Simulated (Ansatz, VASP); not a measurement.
BaS in VASP and in Ansatz

INCAR

```
ALGO = Normal ; EDIFF = 1E-7
ENCUT = 520 ; ISIF = 2
ISMEAR = 0 ; LASPH = True
LCHARG = True ; LELF = True
LREAL = False ; LVHAR = True
LWAVE = False ; NBANDS = 15
NELM = 60 ; PREC = Accurate
SIGMA = 0.01
```

Contents of KPOINTS:

```
k-points
0
Gamma
  8 8 8
```

POSCAR

```
BaS
1.0
    0.0000000000      3.2117958671      3.2117958671
    3.2117958671      0.0000000000      3.2117958671
    3.2117958671      3.2117958671      0.0000000000
Ba S
1 1
Direct
    0.0000000000      0.0000000000      0.0000000000
    0.5000000000      0.5000000000      0.5000000000
```

Input for Ansatz:

```yaml
crystal:
  lattice:
    - [0.0, 3.2117958671, 3.2117958671]
    - [3.2117958671, 0.0, 3.2117958671]
    - [3.2117958671, 3.2117958671, 0.0]
  atoms:
    - { symbol: Ba, position: [0.0, 0.0, 0.0] }
    - { symbol: S, position: [0.5, 0.5, 0.5] }
kpoints:
  mp_grid: { grid: [8, 8, 8] }
  band_path:
    path:
      - [0.0, 0.0, 0.0]
      - [0.5, 0.0, 0.5]
      - [0.625, 0.25, 0.625]
      - [0.375, 0.375, 0.75]
      - [0.5, 0.5, 0.5]
      - [0.5, 0.25, 0.75]
      - [0.0, 0.5, 0.5]
    npoints: 1
hamiltonian:
  xc: lda
scf:
  occupations: { method: fixed }
  n_extra_bands: 4
output:
  forces: true
  stress: true
  eigenvalues: true
  write_density: true
  write_potential: true
  elf: true
  volumetric_format: npy
```

Alike in both runs: task single point; functional LDA; k mesh 8 × 8 × 8; no spin polarisation.

```csv
,VASP,Ansatz
version,VASP 6.6.1,Ansatz 0.2.0
potentials or method,"VASP PAW LDA potentials, release 64 (Ba_sv, S)","plane waves, PAW"
plane-wave cutoff (eV),520,420
occupations,"gaussian, width 0.01 eV",fixed
valence electrons in the cell,16,16
```

```tsv
	VASP	Ansatz	Ansatz less VASP
gap on the k mesh at the Fermi level (eV)	1.93	2.03	+0.100
pressure (GPa)	-2.5	-3.1	-0.60
```

LDA's correlation is that of Perdew and Zunger in VASP and of Perdew and Wang (1992) in Ansatz.

Neither program's run includes spin-orbit coupling.
